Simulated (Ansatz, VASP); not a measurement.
## OsBr3 in VASP and in Ansatz

```
Os Br
1.0
     5.15686    0.00000    0.00000
     0.00000    5.15686    0.00000
     0.00000    0.00000    5.15686
Os Br
1 3
Direct
  0.00000 0.00000 0.00000
  0.50000 0.00000 0.00000
  0.00000 0.00000 0.50000
  0.00000 0.50000 0.00000
```

Alike in both runs: task single point; functional PBE; k mesh 6 × 6 × 6; occupations gaussian, width 0.05 eV; collinear spin; Hubbard terms Os d U = 2.0 eV.

```csv
,VASP,Ansatz
version,VASP 6.6.1,Ansatz 0.2.0
potentials or method,"VASP PAW PBE potentials, release 64 (Os, Br), cutoff 520 eV","scalar-relativistic, plane waves, PAW"
valence electrons in the cell,29,37
```

|  | VASP | Ansatz | Ansatz less VASP |
| --- | --- | --- | --- |
| gap on the k mesh at the Fermi level (eV) | none | none | - |
| pressure (GPa) | 0.6 | 0.5 | -0.12 |
| net moment per atom (μB) | 0.85 | 0.84 | -0.015 |
| size of the moment on the site where the two differ most (μB) | 2.98 | 2.25 | -0.731 |

Site moments also hang on the region over which each program counts them. The programs project onto different local orbitals, so the same U acts differently, and such runs can settle in different states. A gap of «none» marks a metal or a gap that the smearing closes. VASP's potentials hold 29 valence electrons a cell and Ansatz's 37, so a difference there can come from the potentials and not from the codes. Ansatz's warnings: filled band counts differ across k points.

Neither program's run includes spin-orbit coupling.
